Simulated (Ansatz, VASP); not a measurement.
**One calculation of Hg, two programs**

INCAR

```
PREC     = Accurate       # precision mode
ENCUT    = 520            # plane-wave cutoff, eV
EDIFF    = 1E-7           # SCF threshold, eV
ISMEAR   = 1              # smearing method
SIGMA    = 0.2            # smearing width, eV
LREAL    = False          # projectors in reciprocal space
LASPH    = True           # aspherical terms in the spheres
NELM     = 80             # most SCF steps
ALGO     = Normal         # electronic algorithm
ISIF     = 2              # what is computed and relaxed
LWAVE    = False          # write WAVECAR
LCHARG   = False          # write CHGCAR
NBANDS   = 12             # bands
```

The input KPOINTS:

```
regular mesh
0
Gamma
  11 11 11
```

The input POSCAR:

```
Hg
1.0
    1.7463233735      1.0082402698      2.1478810803
   -1.7463233735      1.0082402698      2.1478810803
    0.0000000000     -2.0164805396      2.1478810803
Hg
1
Direct
    0.0000000000      1.0000000000      0.0000000000
```

Input for Ansatz:

```yaml
crystal:
  lattice:
    - [1.7463233735, 1.0082402698, 2.1478810803]
    - [-1.7463233735, 1.0082402698, 2.1478810803]
    - [0.0, -2.0164805396, 2.1478810803]
  atoms:
    - { symbol: Hg, position: [0.0, 1.0, 0.0] }
hamiltonian:
  xc: lda
  pseudopotentials:
    kind: paw
    azcp:
      Hg: "pseudopotentials/Hg.paw.azcp"
basis:
  ecutwfc: 420
  fft_grid_basis: typed
kpoints:
  mp_grid: { grid: [11, 11, 11], shift: [0, 0, 0] }
magnetization:
  spin_polarized: false
scf:
  occupations: { method: cold, width: 0.2 }
  lower_state_search: "off"
output:
  stress: true
  write_density: true
  write_potential: true
  elf: true
  volumetric_format: npy
```

Alike in both runs: task single point; functional LDA; k mesh 11 × 11 × 11; no spin polarisation.

|  | VASP | Ansatz |
| --- | --- | --- |
| version | VASP 6.6.1 | Ansatz 0.2.0 |
| potentials or method | VASP PAW LDA potentials, release 64 (Hg), cutoff 520 eV | plane waves (420 eV) with PAW, scalar-relativistic |
| occupations | methfessel-paxton of order 1, width 0.2 eV | cold, width 0.2 eV |
| valence electrons in the cell | 12 | 20 |

|  | VASP | Ansatz | Ansatz less VASP |
| --- | --- | --- | --- |
| pressure (GPa) | 0.8 | 0.1 | -0.73 |
| traceless stress, the component that is largest in VASP (GPa) | 0.42 | 0.09 | -0.322 |

Ansatz warns that its potentials were made for another functional, while VASP's fit it. LDA's correlation is that of Perdew and Zunger in VASP and of Perdew and Wang (1992) in Ansatz. VASP's potentials hold 12 valence electrons a cell and Ansatz's 20, so a difference there can come from the potentials and not from the codes.

Spin-orbit coupling is off throughout.
